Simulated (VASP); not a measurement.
# LaC (Fm-3m) in VASP: further runs, part 2 of 3

VASP 6.6.1.

## Step 3: Single point, PBEsol (18.39 Å³/atom)

This run uses another cell than the first one, of 18.39 Å³/atom.

The input, INCAR:

```
SYSTEM = LaC
  PREC = Accurate
  ENCUT = 520
  EDIFF = 1E-6
  ISMEAR = 0
  SIGMA = 0.05
  LREAL = .FALSE.
  LASPH = .TRUE.
  NELM = 100
  ALGO = Normal
  ISIF = 2
  LWAVE = .FALSE.
  LCHARG = .FALSE.
  GGA = PS
  NBANDS = 14
```

The input, KPOINTS:

```
regular mesh
0
G
  10 10 10
  0 0 0
```

The input, POSCAR:

```
LaC
1.0
    0.0000000000      2.6393872409      2.6393872409
    2.6393872409      0.0000000000      2.6393872409
    2.6393872409      2.6393872409      0.0000000000
La C
1 1
Direct
    0.5000000000      0.5000000000      0.5000000000
    0.0000000000      0.0000000000      0.0000000000
```

Potentials or basis: VASP PAW PBE potentials, release 64 (La, C).

On the command line:

```console
$ cat potpaw_PBE.64/La/POTCAR potpaw_PBE.64/C/POTCAR > POTCAR
$ mpirun -np 1 vasp_std > vasp.out
```

OUTCAR:

```text
SYSTEM = LaC
   PREC = Accurate
   ENCUT = 520
   EDIFF = 1E-6
   ISMEAR = 0
   LREAL = .FALSE.
   LASPH = .TRUE.
   NELM = 100
   ISIF = 2
   GGA = PS

 ion  position               nearest neighbor table
   1  0.500  0.500  0.500-   2 2.64   2 2.64   2 2.64   2 2.64   2 2.64   2 2.64
   2  0.000  0.000  0.000-   1 2.64   1 2.64   1 2.64   1 2.64   1 2.64   1 2.64

  LATTYP: Found a face centered cubic cell.
 ALAT       =     5.2787744818

  Lattice vectors:

 A1 = (   0.0000000000,   2.6393872409,   2.6393872409)
 A2 = (   2.6393872409,   0.0000000000,   2.6393872409)
 A3 = (   2.6393872409,   2.6393872409,   0.0000000000)

Analysis of symmetry for initial positions (statically):
=====================================================================
 Subroutine PRICEL returns:
 Original cell was already a primitive cell.

 Routine SETGRP: Setting up the symmetry group for a
 face centered cubic supercell.

 Subroutine GETGRP returns: Found 48 space group operations
 (whereof 48 operations were pure point group operations)
 out of a pool of 48 trial point group operations.

The static configuration has the point symmetry O_h .

Analysis of symmetry for dynamics (positions and initial velocities):
=====================================================================
 Subroutine PRICEL returns:
 Original cell was already a primitive cell.

 Routine SETGRP: Setting up the symmetry group for a
 face centered cubic supercell.

 Subroutine GETGRP returns: Found 48 space group operations
 (whereof 48 operations were pure point group operations)
 out of a pool of 48 trial point group operations.

The dynamic configuration has the point symmetry O_h .

 Subroutine INISYM returns: Found 48 space group operations
 (whereof 48 operations are pure point group operations),
 and found     1 'primitive' translations

----------------------------------------------------------------------------------------

                                     Primitive cell

  volume of cell :      36.7739

  direct lattice vectors                    reciprocal lattice vectors
     0.000000000  2.639387241  2.639387241    -0.189437909  0.189437909  0.189437909
     2.639387241  0.000000000  2.639387241     0.189437909 -0.189437909  0.189437909
     2.639387241  2.639387241  0.000000000     0.189437909  0.189437909 -0.189437909

  length of vectors
     3.732657232  3.732657232  3.732657232     0.328116083  0.328116083  0.328116083

  position of ions in fractional coordinates (direct lattice)
     0.500000000  0.500000000  0.500000000
     0.000000000  0.000000000  0.000000000

  ion indices of the primitive-cell ions
   primitive index   ion index
                 1           1
                 2           2

----------------------------------------------------------------------------------------

 KPOINTS: regular mesh

Automatic generation of k-mesh.
 Grid dimensions read from file:
 generate k-points for:   10   10   10

 Generating k-lattice:

  Cartesian coordinates                     Fractional coordinates (reciprocal lattice)
    -0.018943791  0.018943791  0.018943791     0.100000000  0.000000000  0.000000000
     0.018943791 -0.018943791  0.018943791     0.000000000  0.100000000  0.000000000
     0.018943791  0.018943791 -0.018943791     0.000000000  0.000000000  0.100000000

  Length of vectors
     0.032811608  0.032811608  0.032811608

[... 38 lines left out ...]
   dimension x,y,z NGX =    28 NGY =   28 NGZ =   28
   dimension x,y,z NGXF=    56 NGYF=   56 NGZF=   56
   ions per type =               1   1
   NGX,Y,Z   is equivalent  to a cutoff of  12.47, 12.47, 12.47 a.u.
   NGXF,Y,Z  is equivalent  to a cutoff of  24.94, 24.94, 24.94 a.u.
 SYSTEM =  LaC
   PREC   = accura    normal or accurate (medium, high low for compatibility)
   ISTART =      0    job   : 0-new  1-cont  2-samecut
   ICHARG =      2    charge: 1-file 2-atom 10-const
   ISPIN  =      1    spin polarized calculation?
   LNONCOLLINEAR =      F non collinear calculations
   LSORBIT =      F    spin-orbit coupling
   LASPH  =      T    aspherical Exc in radial PAW
   ENCUT  =  520.0 eV  38.22 Ry    6.18 a.u.   6.94  6.94  6.94*2*pi/ulx,y,z
   NELM   =    100;   NELMIN=  2; NELMDL= -5     # of ELM steps
   EDIFF  = 0.1E-05   stopping-criterion for ELM
   LREAL  =      F    real-space projection
   EDIFFG = 0.1E-04   stopping-criterion for IOM
   NSW    =      0    number of steps for IOM
   IBRION =     -1    ionic relax: 0-MD 1-quasi-New 2-CG
   NFREE  =      0    steps in history (QN), initial steepest desc. (CG)
   ISIF   =      2    stress and relaxation
   ISYM   =      2    0-nonsym 1-usesym 2-fastsym
   POTIM  = 0.5000    time-step for ionic-motion
   TEBEG  =    0.0;   TEEND  =   0.0 temperature during run
   PSTRESS=    0.0 pullay stress
   NELECT =      15.0000    total number of electrons
   NUPDOWN=      -1.0000    fix difference up-down
   EMIN   =  10.00;   EMAX   =-10.00  energy-range for DOS
   EFERMI =   0.00;   METHOD = LEGACY
   ISMEAR =     0;   SIGMA  =   0.05  broadening in eV -4-tet -1-fermi 0-gaus
   EFERMI_NEDOS =   21; number of points for ismear=-14 and -15
   IALGO  =     38    algorithm
   IMIX   =      4    mixing-type and parameters
     AMIX     =   0.40;   BMIX     =  1.00
     AMIX_MAG =   1.60;   BMIX_MAG =  1.00
  volume/ion in A,a.u.               =      18.39       124.08
  Fermi-wavevector in a.u.,A,eV,Ry     =   1.214112  2.294339 20.055917  1.474068
  Thomas-Fermi vector in A             =   2.349542
   LORBIT       =      0    0 simple, 1 ext, 2 COOP (PROOUT), +10 PAW based schemes
   GGA     = PS    functional components
   LHFCALC =     F    Hartree Fock is set to
   AEXX    =    0.0000 exact exchange contribution
   IVDW    =     0    specifies the selected vdW correction
   LEPSILON=     F    determine dielectric tensor
   LRPA    =     F    only Hartree local field effects (RPA)
 non-spin polarized calculation
 Gauss-broadening in eV      SIGMA  =   0.05
  energy-cutoff  :      520.00
  volume of cell :       36.77
 maximum number of plane-waves:       999
   NGX = 13   NGY = 13   NGZ = 13

 number of electron      14.9999998 magnetization

 Free energy of the ion-electron system (eV)
  ---------------------------------------------------
  ext. energy  EPLUGINS =         0.00000000
  ---------------------------------------------------
  free energy    TOTEN  =       -14.19650606 eV

  energy without entropy =      -14.19196519  energy(sigma->0) =      -14.19423562

 E-fermi :   8.0174     XC(G=0): -10.9722

 val. band max:        8.0161098441   @ k =  -0.4000   0.4000   0.0000
 cond. band min:       8.0213747202   @ k =  -0.4000   0.5000   0.1000
 fundamental gap:      0.0052648761
 Fermi energy:         8.0173653057

 k-point     1 :       0.0000    0.0000    0.0000
  band No.  band energies     occupation
      1     -22.8978      2.00000
      2      -5.9345      2.00000
      3      -5.9345      2.00000
      4      -5.9345      2.00000
      5      -0.7440      2.00000
      6       8.4486      0.00000
      7       8.4486      0.00000
      8       8.4486      0.00000
      9      10.7284      0.00000
     10      10.7284      0.00000
     11      10.7284      0.00000
     12      11.3110      0.00000
     13      12.6000      0.00000
     14      12.6000      0.00000
[... 377 lines left out ...]
      1     -22.6347      2.00000
      2      -7.3569      2.00000
      3      -6.4827      2.00000
      4      -6.4132      2.00000
      5      -0.1511      2.00000
      6       7.4102      2.00000
      7       7.9463      1.95556
      8       8.3337      0.00000
      9       8.8734      0.00000
     10      12.0446      0.00000
     11      12.1115      0.00000
     12      12.1888      0.00000
     13      12.1992      0.00000
     14      12.3886      0.00000

 [... further k-points ...]

------------------------ aborting loop because EDIFF is reached ----------------------------------------

  FORCE on cell =-STRESS in cart. coord.  units (eV):
  Direction    XX          YY          ZZ          XY          YZ          ZX
  --------------------------------------------------------------------------------------
  -------------------------------------------------------------------------------------
  Total        0.8310988      0.8310988      0.8310988      0.0000000      0.0000000      0.0000000
  in kB       36.2096153     36.2096153     36.2096153      0.0000000      0.0000000      0.0000000
  external PRESSURE =      36.2096153 kB  Pullay stress =       0.0000000 kB

 VOLUME and BASIS-vectors are now :
 -----------------------------------------------------------------------------
  energy-cutoff  :      520.00
  volume of cell :       36.77
      direct lattice vectors                 reciprocal lattice vectors
     0.000000000  2.639387241  2.639387241    -0.189437909  0.189437909  0.189437909
     2.639387241  0.000000000  2.639387241     0.189437909 -0.189437909  0.189437909
     2.639387241  2.639387241  0.000000000     0.189437909  0.189437909 -0.189437909

 POSITION                                       TOTAL-FORCE (eV/Angst)
 -----------------------------------------------------------------------------------
      2.63939      2.63939      2.63939         0.000000     -0.000000     -0.000000
      0.00000      0.00000      0.00000        -0.000000      0.000000      0.000000
 -----------------------------------------------------------------------------------
    total drift:                                0.000000      0.000000      0.000000

  FREE ENERGIE OF THE ION-ELECTRON SYSTEM (eV)
  ---------------------------------------------------
  free  energy   TOTEN  =       -14.1965060624 eV

  energy  without entropy=      -14.1919651872  energy(sigma->0) =      -14.19423562
```

OSZICAR:

```text
N       E                     dE             d eps       ncg     rms          rms(c)
DAV:   1     0.109723861815E+03    0.10972E+03   -0.57955E+03  1356   0.154E+03
DAV:   2    -0.199438475708E+01   -0.11172E+03   -0.10250E+03  1596   0.221E+02
DAV:   3    -0.144867836892E+02   -0.12492E+02   -0.11714E+02  2016   0.961E+01
DAV:   4    -0.151608655501E+02   -0.67408E+00   -0.66139E+00  2230   0.196E+01
DAV:   5    -0.152151559555E+02   -0.54290E-01   -0.54160E-01  2096   0.396E+00    0.594E+00
DAV:   6    -0.142639925678E+02    0.95116E+00   -0.76803E+00  2262   0.133E+01    0.324E+00
DAV:   7    -0.142062466374E+02    0.57746E-01   -0.35226E-01  2242   0.408E+00    0.161E+00
DAV:   8    -0.141988670283E+02    0.73796E-02   -0.61667E-02  2348   0.215E+00    0.395E-01
DAV:   9    -0.141966273603E+02    0.22397E-02   -0.74299E-03  2312   0.577E-01    0.172E-01
DAV:  10    -0.141964143557E+02    0.21300E-03   -0.20955E-03  2400   0.456E-01    0.537E-02
DAV:  11    -0.141964727579E+02   -0.58402E-04   -0.25726E-04  2084   0.112E-01    0.235E-02
DAV:  12    -0.141964978376E+02   -0.25080E-04   -0.12390E-04  2148   0.869E-02    0.124E-02
DAV:  13    -0.141965025196E+02   -0.46820E-05   -0.26310E-05  2394   0.353E-02    0.991E-03
DAV:  14    -0.141965061840E+02   -0.36644E-05   -0.33394E-05  1702   0.388E-02    0.228E-03
DAV:  15    -0.141965060624E+02    0.12165E-06   -0.33419E-06  2086   0.172E-02
   1 F= -.14196506E+02 E0= -.14194236E+02  d E =-.454088E-02
```

stdout:

```text
POSCAR found type information on POSCAR LaC
 POSCAR found :  2 types and       2 ions
 scaLAPACK will be used
 -----------------------------------------------------------------------------
|                                                                             |
|                                                                             |
|     You enforced a specific xc type in the INCAR file but a different       |
|     I HOPE YOU KNOW WHAT YOU ARE DOING!                                     |
|                                                                             |
 -----------------------------------------------------------------------------

 LDA part: xc-table for (Slater+PW92), standard interpolation
 POSCAR, INCAR and KPOINTS ok, starting setup
 FFT: planning ... GRIDC
 FFT: planning ... GRID_SOFT
 FFT: planning ... GRID
 WAVECAR not read
 entering main loop
```

It took 59 s on 1 thread of Intel Xeon 8259CL, shared host; peak memory 0.18 GiB.

Results:

| Quantity | Value |
| --- | --- |
| Free energy | -14.1965 eV |
| Pressure | 3.6 GPa |
| Band gap on the k mesh | zero (an odd number of electrons rules out a gap without spin polarisation) |

Caveat: the cell stands under pressure; the PAW data sets were made with another functional, which shifts forces and pressure a little; spin-orbit coupling is left out, which moves the levels of the heavy elements.

(Continued in part 3 of 3.)
